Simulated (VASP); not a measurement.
Write the native input for VASP 6.6.1 that does the following.

| Quantity | Value |
| --- | --- |
| Task | single point |
| Functional | LDA |
| Potentials or basis | VASP PAW LDA potentials, release 64 (Al) |
| Cutoff | 520 eV |
| k mesh | 18 × 18 × 18 |
| Occupations | fermi-dirac, width 0.05 eV |
| Spin | no spin polarisation |
| Dipole correction | no |
| Further INCAR settings | ALGO = Normal; EDIFF = 1e-06; NBANDS = 8 |

The structure of Al lies in POSCAR:

```
Al
1.0
    0.0000000000      1.9086899037      1.9086899037
    1.9086899037      0.0000000000      1.9086899037
    1.9086899037      1.9086899037      0.0000000000
Al
1
Direct
    0.0000000000      0.0000000000      0.0000000000
```

This cell differs from its parent crystal: volume scaled by 0.88, level accurate.

The input as run:

INCAR

```
SYSTEM = Al
ALGO     = Normal         ! electronic algorithm
EDIFF    = 1E-6           ! SCF threshold, eV
ENCUT    = 520            ! plane-wave cutoff, eV
GGA      = CA             ! functional
ISIF     = 2              ! what is computed and relaxed
ISMEAR   = -1             ! smearing method
LASPH    = .TRUE.         ! aspherical terms in the spheres
LCHARG   = .FALSE.        ! write CHGCAR
LREAL    = .FALSE.        ! projectors in reciprocal space
LWAVE    = .FALSE.        ! write WAVECAR
NBANDS   = 8              ! bands
NELM     = 100            ! most SCF steps
PREC     = Accurate       ! precision mode
SIGMA    = 0.05           ! smearing width, eV
```

KPOINTS

```
k-points
0
G
  18 18 18
  0 0 0
```

Potentials or basis: VASP PAW LDA potentials, release 64 (Al).

Command:

```sh
$ cat potpaw_LDA.64/Al/POTCAR > POTCAR
$ mpirun -np 1 vasp_std > vasp.out
```

It gave:

```json
{"Pressure": "14.4 GPa"}
```

Run time: 22 s on 1 thread of Intel Xeon 8259CL, on a shared host, peak memory 0.09 GiB.
